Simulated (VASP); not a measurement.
# Pb (Cmce) in VASP: single point with PBE

Aim: the single point of Pb with PBE.

All numbers are computed with VASP 6.6.1; they aren't measurements. Logs are shortened: lines on timing, memory, paths and dates and some standing lists are left out, and cuts for length are marked.

## Step 1: The cell of the first run

It takes space group Cmce (No. 64, orthorhombic). Conventional cell: a = 5.363 Å, b = 9.089 Å, c = 5.370 Å, α = 90.00°, β = 90.00°, γ = 90.00°. Pb (site symmetry m) has 7 Pb at 2.90 to 3.32 Å within 3.8 Å.

## Step 2: Single point, PBE

File INCAR:

```
SYSTEM = Pb
PREC = Accurate
ENCUT = 520
EDIFF = 1E-6
ISMEAR = 0
SIGMA = 0.1
LREAL = .False.
LASPH = .True.
NELM = 100
ALGO = Normal
ISIF = 2
LWAVE = .False.
LCHARG = .False.
GGA = PE
NBANDS = 36
```

File KPOINTS:

```
Automatic mesh
0
Gamma
  4 4 4
  0 0 0
```

File POSCAR:

```
Pb
1.0
    2.6813915012     -4.5444613361      0.0000000000
    2.6813915012      4.5444613361      0.0000000000
    0.0000000000      0.0000000000      5.3699164181
Pb
4
Direct
    0.1525000000      0.8475000000      0.0785000000
    0.6525000000      0.3475000000      0.4215000000
    0.8475000000      0.1525000000      0.9215000000
    0.3475000000      0.6525000000      0.5785000000
```

Potentials or basis: VASP PAW PBE potentials, release 64 (Pb_d).

Run with:

```sh
$ cat potpaw_PBE.64/Pb_d/POTCAR > POTCAR
$ mpirun -np 1 vasp_std > vasp.out
```

OUTCAR:

```text
SYSTEM = Pb
   PREC = Accurate
   ENCUT = 520
   EDIFF = 1E-6
   ISMEAR = 0
   LREAL = .False.
   LASPH = .True.
   NELM = 100
   ISIF = 2
   GGA = PE

 ion  position               nearest neighbor table
   1  0.153  0.847  0.078-   3 2.90   4 3.22   4 3.22   2 3.25   2 3.25   3 3.32   3 3.32
   2  0.653  0.347  0.422-   4 2.90   3 3.22   3 3.22   1 3.25   1 3.25   4 3.32   4 3.32
   3  0.847  0.153  0.922-   1 2.90   2 3.22   2 3.22   4 3.25   4 3.25   1 3.32   1 3.32
   4  0.347  0.653  0.578-   2 2.90   1 3.22   1 3.22   3 3.25   3 3.25   2 3.32   2 3.32

  LATTYP: Found a base centered orthorhombic cell.
 ALAT       =     5.3627830024
 B/A-ratio  =     1.6948145521
 C/A-ratio  =     1.0013301705

  Lattice vectors:

 A1 = (   2.6813915012,  -4.5444613361,   0.0000000000)
 A2 = (   2.6813915012,   4.5444613361,   0.0000000000)
 A3 = (   0.0000000000,   0.0000000000,   5.3699164181)

Analysis of symmetry for initial positions (statically):
=====================================================================
 Subroutine PRICEL returns:
 Original cell was already a primitive cell.

 Routine SETGRP: Setting up the symmetry group for a
 base centered orthorhombic supercell.

 Subroutine GETGRP returns: Found  8 space group operations
 (whereof  4 operations were pure point group operations)
 out of a pool of  8 trial point group operations.

The static configuration has the point symmetry C_2h.
 The point group associated with its full space group is D_2h.

Analysis of symmetry for dynamics (positions and initial velocities):
=====================================================================
 Subroutine PRICEL returns:
 Original cell was already a primitive cell.

 Routine SETGRP: Setting up the symmetry group for a
 base centered orthorhombic supercell.

 Subroutine GETGRP returns: Found  8 space group operations
 (whereof  4 operations were pure point group operations)
 out of a pool of  8 trial point group operations.

The dynamic configuration has the point symmetry C_2h.
 The point group associated with its full space group is D_2h.

 Subroutine INISYM returns: Found  8 space group operations
 (whereof  4 operations are pure point group operations),
 and found     1 'primitive' translations

----------------------------------------------------------------------------------------

                                     Primitive cell

  volume of cell :     130.8700

  direct lattice vectors                    reciprocal lattice vectors
[... 87 lines left out ...]
   EDIFF  = 0.1E-05   stopping-criterion for ELM
   LREAL  =      F    real-space projection
   EDIFFG = 0.1E-04   stopping-criterion for IOM
   NSW    =      0    number of steps for IOM
   IBRION =     -1    ionic relax: 0-MD 1-quasi-New 2-CG
   NFREE  =      0    steps in history (QN), initial steepest desc. (CG)
   ISIF   =      2    stress and relaxation
   ISYM   =      2    0-nonsym 1-usesym 2-fastsym
   POTIM  = 0.5000    time-step for ionic-motion
   TEBEG  =    0.0;   TEEND  =   0.0 temperature during run
   PSTRESS=    0.0 pullay stress
   NELECT =      56.0000    total number of electrons
   NUPDOWN=      -1.0000    fix difference up-down
   EMIN   =  10.00;   EMAX   =-10.00  energy-range for DOS
   EFERMI =   0.00;   METHOD = LEGACY
   ISMEAR =     0;   SIGMA  =   0.10  broadening in eV -4-tet -1-fermi 0-gaus
   EFERMI_NEDOS =   21; number of points for ismear=-14 and -15
   IALGO  =     38    algorithm
   IMIX   =      4    mixing-type and parameters
     AMIX     =   0.40;   BMIX     =  1.00
     AMIX_MAG =   1.60;   BMIX_MAG =  1.00
  volume/ion in A,a.u.               =      32.72       220.79
  Fermi-wavevector in a.u.,A,eV,Ry     =   1.233647  2.331254 20.706490  1.521884
  Thomas-Fermi vector in A             =   2.368369
   LORBIT       =      0    0 simple, 1 ext, 2 COOP (PROOUT), +10 PAW based schemes
   GGA     = PE    functional components
   LHFCALC =     F    Hartree Fock is set to
   AEXX    =    0.0000 exact exchange contribution
   IVDW    =     0    specifies the selected vdW correction
   LEPSILON=     F    determine dielectric tensor
   LRPA    =     F    only Hartree local field effects (RPA)
 non-spin polarized calculation
 Gauss-broadening in eV      SIGMA  =   0.10
  energy-cutoff  :      520.00
  volume of cell :      130.87
 maximum number of plane-waves:      3538
   NGX = 19   NGY = 19   NGZ = 19

 number of electron      55.9999994 magnetization

 Free energy of the ion-electron system (eV)
  ---------------------------------------------------
  ext. energy  EPLUGINS =         0.00000000
  ---------------------------------------------------
  free energy    TOTEN  =       -13.30984911 eV

  energy without entropy =      -13.30186979  energy(sigma->0) =      -13.30585945

 E-fermi :   6.4974     XC(G=0):  -9.6272

 val. band max:        6.4322987525   @ k =   0.2500   0.2500   0.5000
 cond. band min:       6.5980227963   @ k =   0.5000   0.2500   0.5000
 fundamental gap:      0.1657240439
 Fermi energy:         6.4973980392

 k-point     1 :       0.0000    0.0000    0.0000
  band No.  band energies     occupation
      1     -10.9406      2.00000
      2     -10.9002      2.00000
      3     -10.8658      2.00000
      4     -10.8314      2.00000
      5     -10.7315      2.00000
      6     -10.6825      2.00000
[... 808 lines left out ...]
     35      13.1673      0.00000
     36      13.1673      0.00000

------------------------ aborting loop because EDIFF is reached ----------------------------------------

  FORCE on cell =-STRESS in cart. coord.  units (eV):
  Direction    XX          YY          ZZ          XY          YZ          ZX
  --------------------------------------------------------------------------------------
  -------------------------------------------------------------------------------------
  Total        3.7352988      7.3597782      3.5309482      0.0000000      0.0000000      0.0000000
  in kB       45.7294284     90.1021480     43.2276633      0.0000000      0.0000000      0.0000000
  external PRESSURE =      59.6864132 kB  Pullay stress =       0.0000000 kB

 VOLUME and BASIS-vectors are now :
 -----------------------------------------------------------------------------
  energy-cutoff  :      520.00
  volume of cell :      130.87
      direct lattice vectors                 reciprocal lattice vectors
     2.681391501 -4.544461336  0.000000000     0.186470346 -0.110024041  0.000000000
     2.681391501  4.544461336  0.000000000     0.186470346  0.110024041  0.000000000
     0.000000000  0.000000000  5.369916418     0.000000000  0.000000000  0.186222638

 POSITION                                       TOTAL-FORCE (eV/Angst)
 -----------------------------------------------------------------------------------
      2.68139      3.15840      0.42154         0.000000     -0.747581      0.243118
      2.68139     -1.38606      2.26342         0.000000     -0.747581     -0.243118
      2.68139     -3.15840      4.94838         0.000000      0.747581     -0.243118
      2.68139      1.38606      3.10650         0.000000      0.747581      0.243118
 -----------------------------------------------------------------------------------
    total drift:                                0.000000      0.000000      0.000000

  FREE ENERGIE OF THE ION-ELECTRON SYSTEM (eV)
  ---------------------------------------------------
  free  energy   TOTEN  =       -13.3098491078 eV

  energy  without entropy=      -13.3018697945  energy(sigma->0) =      -13.30585945
```

It took 77 s on 1 thread of Intel Xeon Platinum 8259CL at 2.50GHz (Skylake/Cascade Lake), shared host; peak memory 0.27 GiB.

What came out:

```
Free energy            : -13.3098 eV
Pressure               : 6.0 GPa
Largest force          : 0.786 eV/Å
Band gap on the k mesh : zero (band 28 reaches 7.12 eV, above the bottom of band 29 at 6.02 eV)
```

Forces in eV/Å, atoms in the order of the input:
```
Pb   0.000 -0.748  0.243
Pb   0.000 -0.748 -0.243
Pb   0.000  0.748 -0.243
Pb   0.000  0.748  0.243
```

Stress tensor (GPa, compression positive):
```
4.57 0.00 0.00
0.00 9.01 0.00
0.00 0.00 4.32
```

Levels at points of the mesh, in eV from the Fermi level:
| k point | band 25 | band 26 | band 27 | band 28 | band 29 | band 30 | band 31 | band 32 |
| --- | --- | --- | --- | --- | --- | --- | --- | --- |
| (0.00, 0.00, 0.00) | -2.55 | -2.23 | -1.97 | -0.47 | -0.41 | 1.26 | 2.59 | 3.09 |
| (0.50, 0.00, 0.00) | -2.44 | -2.44 | -1.22 | -1.22 | 0.64 | 0.64 | 2.59 | 2.59 |
| (0.50, 0.50, 0.00) | -3.75 | -2.56 | -0.51 | -0.38 | -0.08 | 1.21 | 1.29 | 1.91 |
| (0.00, 0.00, 0.50) | -1.89 | -1.89 | -1.31 | -1.31 | 0.11 | 0.11 | 1.50 | 1.50 |
| (0.50, 0.00, 0.50) | -2.74 | -2.74 | -1.92 | -1.92 | 3.29 | 3.29 | 3.29 | 3.29 |
| (0.50, 0.50, 0.50) | -2.58 | -2.58 | -2.21 | -2.21 | 2.13 | 2.13 | 3.42 | 3.42 |

Caveat: spin-orbit coupling is left out, which moves the levels of the heavy elements.
